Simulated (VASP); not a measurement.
# Mg2S (I4/m) in VASP: relaxation of cell and atoms with PBE

Aim: the relaxation of cell and atoms of Mg2S with PBE.

All numbers are computed with VASP 6.6.1; they aren't measurements. Logs are shortened: lines on timing, memory, paths and dates and some standing lists are left out, and cuts for length are marked.

### Step 1. The cell of the first run

Symmetry: I4/m, No. 87, tetragonal system. The conventional cell has a = 7.145 Å, b = 7.145 Å, c = 5.433 Å, α = 90.00°, β = 90.00°, γ = 90.00°. Within 3.6 Å of Mg (site symmetry m) lie 4 S at 2.76 to 3.29 Å and 7 Mg at 3.24 to 3.58 Å. Within 2.4 Å of S (site symmetry 4) lie 1 S at 1.81 Å.

### Step 2. Relaxation of cell and atoms, PBE

INCAR

```
SYSTEM = Mg2S
PREC = Accurate ; ENCUT = 600
EDIFF = 1E-6 ; ISMEAR = 0
SIGMA = 0.1 ; LREAL = .False.
LASPH = .True. ; NELM = 60
ALGO = Normal ; ISIF = 3
LWAVE = .False. ; LCHARG = .False.
GGA = PE ; IBRION = 2
NSW = 90 ; EDIFFG = -0.04
```

KPOINTS

```
regular mesh
0
Gamma
  4 4 4
  0 0 0
```

POSCAR

```
Mg2S
1.0
   -3.5725695964      3.5725695964      2.7163708853
    3.5725695964     -3.5725695964      2.7163708853
    3.5725695964      3.5725695964     -2.7163708853
Mg S
4 2
Direct
    0.1696576678      0.6558670006      0.8255246684
    0.3441329994      0.1696576678      0.5137906671
    0.6558670006      0.8303423322      0.4862093329
    0.8303423322      0.3441329994      0.1744753316
    0.6666666667      0.6666666667      0.0000000000
    0.3333333333      0.3333333333      0.0000000000
```

Potentials or basis: VASP PAW PBE potentials, release 64 (Mg, S).

Command:

```sh
$ cat potpaw_PBE.64/Mg/POTCAR potpaw_PBE.64/S/POTCAR > POTCAR
$ mpirun -np 1 vasp_std > vasp.out
```

OUTCAR:

```text
SYSTEM = Mg2S
   PREC = Accurate
   ENCUT = 600
   EDIFF = 1E-6
   ISMEAR = 0
   LREAL = .False.
   LASPH = .True.
   NELM = 60
   ISIF = 3
   GGA = PE
   IBRION = 2
   NSW = 90
   EDIFFG = -0.04

 ion  position               nearest neighbor table
   1  0.170  0.656  0.826-   5 2.76   6 2.76   4 3.24   4 3.24   4 3.29   3 3.58   3 3.58   2 3.58
                             2 3.58
   2  0.344  0.170  0.514-   5 2.76   6 2.76   3 3.24   3 3.24   3 3.29   4 3.58   4 3.58   1 3.58
                             1 3.58
   3  0.656  0.830  0.486-   6 2.76   5 2.76   2 3.24   2 3.24   2 3.29   1 3.58   1 3.58   4 3.58
                             4 3.58
   4  0.830  0.344  0.174-   5 2.76   6 2.76   1 3.24   1 3.24   1 3.29   2 3.58   2 3.58   3 3.58
                             3 3.58
   5  0.667  0.667  0.000-   6 1.81   4 2.76   1 2.76   2 2.76   3 2.76
   6  0.333  0.333  0.000-   5 1.81   4 2.76   1 2.76   3 2.76   2 2.76

  LATTYP: Found a body centered tetragonal cell.
 ALAT       =     7.1451391928
 C/A-ratio  =     0.7603409288

  Lattice vectors:

 A1 = (  -3.5725695964,   3.5725695964,   2.7163708853)
 A2 = (   3.5725695964,  -3.5725695964,   2.7163708853)
 A3 = (   3.5725695964,   3.5725695964,  -2.7163708853)

Analysis of symmetry for initial positions (statically):
=====================================================================
 Subroutine PRICEL returns:
 Original cell was already a primitive cell.

 Routine SETGRP: Setting up the symmetry group for a
 body centered tetragonal supercell.

 Subroutine GETGRP returns: Found  8 space group operations
 (whereof  8 operations were pure point group operations)
 out of a pool of 16 trial point group operations.

The static configuration has the point symmetry C_4h.

Analysis of symmetry for dynamics (positions and initial velocities):
=====================================================================
 Subroutine PRICEL returns:
 Original cell was already a primitive cell.

 Routine SETGRP: Setting up the symmetry group for a
 body centered tetragonal supercell.

 Subroutine GETGRP returns: Found  8 space group operations
 (whereof  8 operations were pure point group operations)
 out of a pool of 16 trial point group operations.

The dynamic configuration has the point symmetry C_4h.

 Subroutine INISYM returns: Found  8 space group operations
 (whereof  8 operations are pure point group operations),
 and found     1 'primitive' translations

----------------------------------------------------------------------------------------

                                     Primitive cell

  volume of cell :     138.6789

  direct lattice vectors                    reciprocal lattice vectors
    -3.572569596  3.572569596  2.716370885     0.000000000  0.139955286  0.184069121
     3.572569596 -3.572569596  2.716370885     0.139955286  0.000000000  0.184069121
     3.572569596  3.572569596 -2.716370885     0.139955286  0.139955286  0.000000000

  length of vectors
     5.736303499  5.736303499  5.736303499     0.231233482  0.231233482  0.197926664

  position of ions in fractional coordinates (direct lattice)
     0.169657668  0.655867001  0.825524668
     0.344132999  0.169657668  0.513790667
     0.655867001  0.830342332  0.486209333
     0.830342332  0.344132999  0.174475332
     0.666666667  0.666666667  0.000000000
     0.333333333  0.333333333  0.000000000

  ion indices of the primitive-cell ions
   primitive index   ion index
                 1           1
                 2           2
                 3           3
                 4           4
                 5           5
                 6           6

----------------------------------------------------------------------------------------

 KPOINTS: regular mesh

Automatic generation of k-mesh.
 Grid dimensions read from file:
 generate k-points for:    4    4    4

 Generating k-lattice:

  Cartesian coordinates                     Fractional coordinates (reciprocal lattice)
     0.000000000  0.034988822  0.046017280     0.250000000  0.000000000  0.000000000
     0.034988822  0.000000000  0.046017280     0.000000000  0.250000000  0.000000000
     0.034988822  0.034988822  0.000000000     0.000000000  0.000000000  0.250000000

  Length of vectors
     0.057808371  0.057808371  0.049481666

  Shift w.r.t. Gamma in fractional coordinates (k-lattice)
     0.000000000  0.000000000  0.000000000

 Subroutine IBZKPT returns following result:
 ===========================================

 Found     14 irreducible k-points:

 Following reciprocal coordinates:
            Coordinates               Weight
  0.000000  0.000000  0.000000      1.000000
  0.250000  0.000000  0.000000      8.000000
  0.500000  0.000000  0.000000      4.000000
  0.250000  0.250000  0.000000      8.000000
  0.500000  0.250000  0.000000      8.000000
 -0.250000  0.500000  0.000000      8.000000
 -0.250000  0.250000  0.000000      4.000000
  0.500000  0.500000  0.000000      2.000000
  0.250000  0.250000  0.250000      2.000000
 -0.250000  0.250000  0.250000      4.000000
  0.500000  0.500000  0.250000      4.000000
 -0.250000  0.500000  0.250000      8.000000
 -0.250000 -0.250000  0.250000      2.000000
  0.500000  0.500000  0.500000      1.000000
   k-points           NKPTS =     14   k-points in BZ     NKDIM =     14   number of bands    NBANDS=     14
   number of dos      NEDOS =    301   number of ions     NIONS =      6
   total plane-waves  NPLWV = 110592
   dimension x,y,z NGX =    48 NGY =   48 NGZ =   48
   dimension x,y,z NGXF=    96 NGYF=   96 NGZF=   96
   ions per type =               4   2
   NGX,Y,Z   is equivalent  to a cutoff of  13.91, 13.91, 13.91 a.u.
   NGXF,Y,Z  is equivalent  to a cutoff of  27.82, 27.82, 27.82 a.u.
 SYSTEM =  Mg2S
   PREC   = accura    normal or accurate (medium, high low for compatibility)
   ISTART =      0    job   : 0-new  1-cont  2-samecut
   ICHARG =      2    charge: 1-file 2-atom 10-const
   ISPIN  =      1    spin polarized calculation?
   LNONCOLLINEAR =      F non collinear calculations
   LSORBIT =      F    spin-orbit coupling
   LASPH  =      T    aspherical Exc in radial PAW
   ENCUT  =  600.0 eV  44.10 Ry    6.64 a.u.  11.46 11.46 11.46*2*pi/ulx,y,z
   NELM   =     60;   NELMIN=  2; NELMDL= -5     # of ELM steps
   EDIFF  = 0.1E-05   stopping-criterion for ELM
   LREAL  =      F    real-space projection
   EDIFFG = -.4E-01   stopping-criterion for IOM
   NSW    =     90    number of steps for IOM
   IBRION =      2    ionic relax: 0-MD 1-quasi-New 2-CG
   NFREE  =      1    steps in history (QN), initial steepest desc. (CG)
   ISIF   =      3    stress and relaxation
   ISYM   =      2    0-nonsym 1-usesym 2-fastsym
   POTIM  = 0.5000    time-step for ionic-motion
   TEBEG  =    0.0;   TEEND  =   0.0 temperature during run
   PSTRESS=    0.0 pullay stress
   NELECT =      20.0000    total number of electrons
   NUPDOWN=      -1.0000    fix difference up-down
   EMIN   =  10.00;   EMAX   =-10.00  energy-range for DOS
   EFERMI =   0.00;   METHOD = LEGACY
   ISMEAR =     0;   SIGMA  =   0.10  broadening in eV -4-tet -1-fermi 0-gaus
   EFERMI_NEDOS =   21; number of points for ismear=-14 and -15
   IALGO  =     38    algorithm
   IMIX   =      4    mixing-type and parameters
     AMIX     =   0.40;   BMIX     =  1.00
     AMIX_MAG =   1.60;   BMIX_MAG =  1.00
  volume/ion in A,a.u.               =      23.11       155.98
  Fermi-wavevector in a.u.,A,eV,Ry     =   0.858515  1.622359 10.028153  0.737048
  Thomas-Fermi vector in A             =   1.975731
   LORBIT       =      0    0 simple, 1 ext, 2 COOP (PROOUT), +10 PAW based schemes
   GGA     = PE    functional components
   LHFCALC =     F    Hartree Fock is set to
   AEXX    =    0.0000 exact exchange contribution
   IVDW    =     0    specifies the selected vdW correction
   LEPSILON=     F    determine dielectric tensor
   LRPA    =     F    only Hartree local field effects (RPA)
 conjugate gradient relaxation of ions
 non-spin polarized calculation
 Gauss-broadening in eV      SIGMA  =   0.10
  energy-cutoff  :      600.00
  volume of cell :      138.68
 maximum number of plane-waves:      4647
 NGX is ok and might be reduce to    48
   NGX = 23   NGY = 23   NGZ = 23

--------------------------------------- Ionic step        1  -------------------------------------------

 number of electron      20.0000000 magnetization

 Free energy of the ion-electron system (eV)
  ---------------------------------------------------
  ext. energy  EPLUGINS =         0.00000000
  ---------------------------------------------------
  free energy    TOTEN  =       -13.47460498 eV

  energy without entropy =      -13.46036616  energy(sigma->0) =      -13.46748557

------------------------ aborting loop because EDIFF is reached ----------------------------------------

  FORCE on cell =-STRESS in cart. coord.  units (eV):
  Direction    XX          YY          ZZ          XY          YZ          ZX
  --------------------------------------------------------------------------------------
  -------------------------------------------------------------------------------------
  Total        0.0821278      0.0821278     10.4510373     -0.0000001      0.0000000      0.0000000
  in kB        0.9488338      0.9488338    120.7423231     -0.0000008      0.0000000      0.0000000
  external PRESSURE =      40.8799969 kB  Pullay stress =       0.0000000 kB
[... 101 lines left out ...]
  FREE ENERGIE OF THE ION-ELECTRON SYSTEM (eV)
  ---------------------------------------------------
  free  energy   TOTEN  =       -15.1761069420 eV

  energy  without entropy=      -15.1542811390  energy(sigma->0) =      -15.16519404

[... ionic steps 4 to 12 ...]

--------------------------------------- Ionic step       13  -------------------------------------------

 number of electron      20.0000000 magnetization

------------------------ aborting loop because EDIFF is reached ----------------------------------------

  FORCE on cell =-STRESS in cart. coord.  units (eV):
  Direction    XX          YY          ZZ          XY          YZ          ZX
  --------------------------------------------------------------------------------------
  -------------------------------------------------------------------------------------
  Total        0.0901739      0.0901739      0.2016971     -0.0000001     -0.0000000      0.0000000
  in kB        1.1992973      1.1992973      2.6825370     -0.0000010     -0.0000000      0.0000000
  external PRESSURE =       1.6937105 kB  Pullay stress =       0.0000000 kB
[... 65 lines left out ...]
  energy  without entropy=      -17.9300830677  energy(sigma->0) =      -17.93105998

--------------------------------------- Ionic step       15  -------------------------------------------

 number of electron      20.0000001 magnetization

 Free energy of the ion-electron system (eV)
  ---------------------------------------------------
  ext. energy  EPLUGINS =         0.00000000
  ---------------------------------------------------
  free energy    TOTEN  =       -17.93344173 eV

  energy without entropy =      -17.93136817  energy(sigma->0) =      -17.93240495

 E-fermi :   4.1006     XC(G=0):  -9.0850

 val. band max:        4.0133134505   @ k =   0.5000   0.5000   0.0000
 cond. band min:       4.1360217325   @ k =   0.0000   0.0000   0.0000
 fundamental gap:      0.1227082820
 Fermi energy:         4.1005726337

 k-point     1 :       0.0000    0.0000    0.0000
  band No.  band energies     occupation
      1      -9.7666      2.00000
      2      -8.5899      2.00000
      3      -1.4216      2.00000
      4      -0.1368      2.00000
      5      -0.1368      2.00000
      6       0.2568      2.00000
      7       0.2568      2.00000
      8       1.0783      2.00000
      9       1.8688      2.00000
     10       3.9759      1.92215
     11       3.9759      1.92215
     12       4.1360      0.61614
     13       5.4513      0.00000
     14       5.7771      0.00000
[... 252 lines left out ...]
  FREE ENERGIE OF THE ION-ELECTRON SYSTEM (eV)
  ---------------------------------------------------
  free  energy   TOTEN  =       -17.9334417291 eV

  energy  without entropy=      -17.9313681703  energy(sigma->0) =      -17.93240495

 reached required accuracy - stopping structural energy minimisation
```

Run time: 6.9 min. Hardware: 1 thread of AMD EPYC 9R45 (Zen 5), shared host; peak memory 0.32 GiB.

What came out:

- Free energy: -17.9334 eV
- Relaxed volume: 20.14 Å³/atom
- Relaxed cell: a = 5.424 Å, b = 5.424 Å, c = 5.424 Å, α = 113.88°, β = 113.88°, γ = 100.97°
- Space group after relaxing (to 0.05 Å): I4/mcm (No. 140)
- Energy gained by relaxing: 743.1 meV/atom
- Ionic steps: 15
- Pressure after relaxing: 0.0 GPa
- Largest force after relaxing: 0.037 eV/Å
- Band gap on the k mesh: zero (band 10 reaches 4.67 eV, above the bottom of band 11 at 3.98 eV)

Forces on the atoms (eV/Å):
```
Mg  -0.002 -0.003  0.000
Mg  -0.003  0.002  0.000
Mg   0.003 -0.002  0.000
Mg   0.002  0.003  0.000
S    0.000  0.000  0.037
S    0.000  0.000 -0.037
```

The path:
| step | energy change (eV) | largest force (eV/Å) | pressure (GPa) | volume (Å³) |
| --- | --- | --- | --- | --- |
| 1 | 0.0000 | 7.5309 | 4.09 | 138.68 |
| 2 | -1.6782 | 0.6419 | -6.20 | 150.53 |
| 3 | -1.7015 | 0.4579 | -6.41 | 151.34 |
| 4 | -1.7198 | 0.1342 | -6.78 | 152.96 |
| 5 | -2.9538 | 0.5890 | -3.41 | 131.71 |
| 6 | -3.4385 | 1.6096 | 1.88 | 117.74 |
| 7 | -3.9409 | 1.0081 | 5.48 | 111.04 |
| 8 | -3.9607 | 1.0505 | 4.74 | 112.09 |
| 9 | -4.3073 | 0.5479 | 0.30 | 120.49 |
| 10 | -4.3548 | 0.3905 | -1.57 | 125.39 |
| 11 | -4.4161 | 0.2799 | -0.71 | 122.80 |
| 12 | -4.4447 | 0.1558 | 0.66 | 119.36 |
| 13 | -4.4557 | 0.1173 | 0.17 | 120.47 |
| 14 | -4.4574 | 0.0969 | -0.09 | 121.10 |
| 15 | -4.4588 | 0.0374 | 0.02 | 120.86 |

Final structure:
```xyz
6
Lattice="-2.9589 2.9589 3.4511 2.9589 -2.9589 3.4511 2.9589 2.9589 -3.4511" Properties=species:S:1:pos:R:3 pbc="T T T"
Mg    4.0256    1.0663    0.0000
Mg    1.0663    1.8923    0.0000
Mg    1.8926    1.0666    3.4511
Mg   -1.0666    1.8926    3.4511
S     0.0000    0.0000    5.1716
S     0.0000    0.0000    1.7306
```

Caveat: the k points lie up to 0.38 Å⁻¹ apart in the final cell.
